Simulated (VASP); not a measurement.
C, 8 atoms in the cell. Symmetry: P6_3/mmc, No. 194, hexagonal system. Conventional cell: a = 2.465 Å, b = 2.465 Å, c = 6.738 Å, α = 90.00°, β = 90.00°, γ = 120.00°. C (site symmetry -6m2) has 3 C at 1.42 Å within 1.9 Å. Within 1.9 Å of C (site symmetry -6m2) lie 3 C at 1.42 Å. 

- Program: VASP 6.6.1
- Task: single point
- Functional: PBE
- Dispersion: D3(BJ)
- Potentials or basis: VASP PAW PBE potentials, release 64 (C)
- Cutoff: 520 eV
- k mesh: 18 × 18 × 4
- Occupations: gaussian, width 0.15 eV
- Spin: no spin polarisation
- Dipole correction: no
- Further INCAR settings: ALGO = Normal; EDIFF = 1e-06; NBANDS = 26

Potentials or basis: VASP PAW PBE potentials, release 64 (C).

Launch:

```bash
$ cat potpaw_PBE.64/C/POTCAR > POTCAR
$ mpirun -np 1 vasp_std > vasp.out
```

Hardware: 1 thread of Intel(R) Xeon(R) Platinum 8488C (Sapphire Rapids), on a shared host.

Question: How long does it take, and how much memory?

Answer: It took 2.6 min on 1 thread of Intel(R) Xeon(R) Platinum 8488C (Sapphire Rapids), on a shared host, peak memory 0.26 GiB. Counts: scf iterations 12, k points 111.
